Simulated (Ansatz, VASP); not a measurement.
# Tl: VASP beside Ansatz

```
Tl
1.0
     5.84937    0.00000    0.00000
    -2.92468    5.06570    0.00000
     0.00000    0.00000    3.59489
Tl
3
Cartesian
  5.8494 0.0000 0.0000
  0.0000 3.3771 1.7974
  2.9247 1.6886 1.7974
```

Alike in both runs: task single point; functional PBE; k mesh 7 × 7 × 10; occupations fermi-dirac, width 0.1 eV; no spin polarisation.

|  | VASP | Ansatz |
| --- | --- | --- |
| version | VASP 6.6.1 | Ansatz 0.2.0 |
| potentials or method | VASP PAW PBE potentials, release 64 (Tl_d), cutoff 520 eV | plane waves (420 eV) with PAW, scalar-relativistic |
| valence electrons in the cell | 39 | 39 |

Ansatz gave:

- pressure (GPa): -2.1

Q: Estimate VASP's values.

A: Pressure (GPa): -2.2.

Neither program's run includes spin-orbit coupling.
